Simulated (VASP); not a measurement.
# GaN (F-43m) in VASP: dielectric tensor with PBE

Aim: the dielectric tensor of GaN with PBE.

Everything below comes from runs of VASP 6.6.1. Logs are shortened: lines on timing, memory, paths and dates and some standing lists are left out, and cuts for length are marked.

### 1 The cell of the first run

It takes space group F-43m (No. 216, cubic). The conventional cell has a = 4.507 Å, b = 4.507 Å, c = 4.507 Å, α = 90.00°, β = 90.00°, γ = 90.00°. Ga (site symmetry -43m) has 4 N at 1.95 Å within 2.6 Å. N (site symmetry -43m) has 4 Ga at 1.95 Å within 2.6 Å.

### 2 Dielectric tensor, PBE

The input, INCAR:

```
  PREC = Accurate
  ENCUT = 520
  EDIFF = 1E-8
  ISMEAR = 0
  SIGMA = 0.01
  LREAL = False
  LASPH = True
  NELM = 60
  ALGO = Normal
  ISIF = 2
  LWAVE = False
  LCHARG = False
  GGA = PE
  LEPSILON = True
```

The input, KPOINTS:

```
Automatic mesh
0
Gamma
  5 5 5
```

The input, POSCAR:

```
GaN
1.0
    0.0000000000      2.2535006100      2.2535006100
    2.2535006100      0.0000000000      2.2535006100
    2.2535006100      2.2535006100      0.0000000000
Ga N
1 1
Direct
    0.0000000000      0.0000000000      0.0000000000
    0.7500000000      0.7500000000      0.7500000000
```

Potentials or basis: VASP PAW PBE potentials, release 64 (Ga_d, N).

Launch:

```
cat potpaw_PBE.64/Ga_d/POTCAR potpaw_PBE.64/N/POTCAR > POTCAR
mpirun -np 1 vasp_std > vasp.out
```

OUTCAR:

```text
PREC = Accurate
   ENCUT = 520
   EDIFF = 1E-8
   ISMEAR = 0
   LREAL = False
   LASPH = True
   NELM = 60
   ISIF = 2
   GGA = PE
   LEPSILON = True

 ion  position               nearest neighbor table
   1  0.000  0.000  0.000-   2 1.95   2 1.95   2 1.95   2 1.95
   2  0.750  0.750  0.750-   1 1.95   1 1.95   1 1.95   1 1.95

  LATTYP: Found a face centered cubic cell.
 ALAT       =     4.5070012200

  Lattice vectors:

 A1 = (   0.0000000000,   2.2535006100,   2.2535006100)
 A2 = (   2.2535006100,   0.0000000000,   2.2535006100)
 A3 = (   2.2535006100,   2.2535006100,   0.0000000000)

Analysis of symmetry for initial positions (statically):
=====================================================================
 Subroutine PRICEL returns:
 Original cell was already a primitive cell.

 Routine SETGRP: Setting up the symmetry group for a
 face centered cubic supercell.

 Subroutine GETGRP returns: Found 24 space group operations
 (whereof 24 operations were pure point group operations)
 out of a pool of 48 trial point group operations.

The static configuration has the point symmetry T_d .

Analysis of symmetry for dynamics (positions and initial velocities):
=====================================================================
 Subroutine PRICEL returns:
 Original cell was already a primitive cell.

 Routine SETGRP: Setting up the symmetry group for a
 face centered cubic supercell.

 Subroutine GETGRP returns: Found 24 space group operations
 (whereof 24 operations were pure point group operations)
 out of a pool of 48 trial point group operations.

The dynamic configuration has the point symmetry T_d .

 Subroutine INISYM returns: Found 24 space group operations
 (whereof 24 operations are pure point group operations),
 and found     1 'primitive' translations

----------------------------------------------------------------------------------------

                                     Primitive cell

  volume of cell :      22.8877

  direct lattice vectors                    reciprocal lattice vectors
     0.000000000  2.253500610  2.253500610    -0.221877020  0.221877020  0.221877020
[... 295 lines left out ...]
     2.253500610  2.253500610  0.000000000     0.221877020  0.221877020 -0.221877020

 POSITION                                       TOTAL-FORCE (eV/Angst)
 -----------------------------------------------------------------------------------
      0.00000      0.00000      0.00000         0.000000      0.000000      0.000000
      3.38025      3.38025      3.38025        -0.000000     -0.000000     -0.000000
 -----------------------------------------------------------------------------------
    total drift:                               -0.000002     -0.000002     -0.000001

  FREE ENERGIE OF THE ION-ELECTRON SYSTEM (eV)
  ---------------------------------------------------
  free  energy   TOTEN  =       -12.1272926545 eV

  energy  without entropy=      -12.1272926545  energy(sigma->0) =      -12.12729265

 HEAD OF MICROSCOPIC STATIC DIELECTRIC TENSOR (INDEPENDENT PARTICLE, excluding Hartree and local field effects)
 ------------------------------------------------------
           7.966743    -0.000000     0.000000
          -0.000000     7.966743    -0.000000
           0.000000     0.000000     7.966743
 ------------------------------------------------------

 Free energy of the ion-electron system (eV)
  ---------------------------------------------------
  ---------------------------------------------------
  free energy    TOTEN  =        -0.46363202 eV

  energy without entropy =       -0.46363202

------------------------ aborting loop because EDIFF is reached ----------------------------------------

--------------------------------------- Ionic step        2  -------------------------------------------

------------------------ aborting loop because EDIFF is reached ----------------------------------------

--------------------------------------- Ionic step        3  -------------------------------------------

 Free energy of the ion-electron system (eV)
  ---------------------------------------------------
  ---------------------------------------------------
  free energy    TOTEN  =        -0.46363205 eV

  energy without entropy =       -0.46363205

------------------------ aborting loop because EDIFF is reached ----------------------------------------

 PIEZOELECTRIC TENSOR FIELD DIRECTION 3  (e Angst)
 -----------------------------------------------------------------------------
    -0.00058  1.51035  0.00000           ( -0.00000  0.10301  0.00000)
     1.51035 -0.00058  0.00000           (  0.10301 -0.00000  0.00000)
     0.00000  0.00000  0.00042           (  0.00000  0.00000 -0.00000)

 PIEZOELECTRIC TENSOR FIELD DIRECTION 3  (C/m^2)
 -----------------------------------------------------------------------------
    -0.00041  1.05727  0.00000
     1.05727 -0.00041  0.00000
     0.00000  0.00000  0.00030

 MACROSCOPIC STATIC DIELECTRIC TENSOR (including local field effects in DFT)
 ------------------------------------------------------
           7.832460     0.000000    -0.000000
          -0.000000     7.832460     0.000000
           0.000000     0.000000     7.832460
 ------------------------------------------------------

 PIEZOELECTRIC TENSOR (including local field effects)  for field in x, y, z        (e  Angst)
          XX          YY          ZZ          XY          YZ          ZX
  --------------------------------------------------------------------------------
  x     0.00000    -0.00000    -0.00000     0.00000     1.51493     0.00000
  y    -0.00000     0.00000    -0.00000     0.00000     0.00000     1.51493
  z    -0.00000    -0.00000     0.00000     1.51493     0.00000     0.00000

 PIEZOELECTRIC TENSOR (including local field effects)  for field in x, y, z        (C/m^2)
          XX          YY          ZZ          XY          YZ          ZX
  --------------------------------------------------------------------------------
  x     0.00000    -0.00000    -0.00000     0.00000     1.06047     0.00000
  y    -0.00000     0.00000    -0.00000     0.00000     0.00000     1.06047
  z    -0.00000    -0.00000     0.00000     1.06047     0.00000     0.00000

 BORN EFFECTIVE CHARGES (including local field effects) (in |e|, cummulative output)
 ---------------------------------------------------------------------------------
 ion    1
    1     2.76896     0.00000     0.00000
    2     0.00000     2.76896    -0.00000
    3     0.00000    -0.00000     2.76896
 ion    2
    1    -2.76896    -0.00000    -0.00000
    2     0.00000    -2.76896     0.00000
    3     0.00000     0.00000    -2.76896
```

It took 35 s on 1 thread of AMD EPYC 9R45 (Zen 5), shared host; peak memory 0.12 GiB.

What came out:

```yaml
Band_gap_on_the_k_mesh: 1.72 eV, direct
Electronic_dielectric_tensor_diagonal: 7.83
Born_charges_mean_of_the_diagonal: Ga +2.77; N -2.77 e
```

Electronic dielectric tensor:
```
7.83 0.00 0.00
0.00 7.83 0.00
0.00 0.00 7.83
```

Born effective charge tensors (e):
atom 1, Ga
```
2.77 0.00 0.00
0.00 2.77 0.00
0.00 0.00 2.77
```
atom 2, N
```
-2.77  0.00  0.00
 0.00 -2.77  0.00
 0.00  0.00 -2.77
```

Caveat: the k points lie up to 0.48 Å⁻¹ apart. As with any semilocal functional, this PBE gap is likely too small.
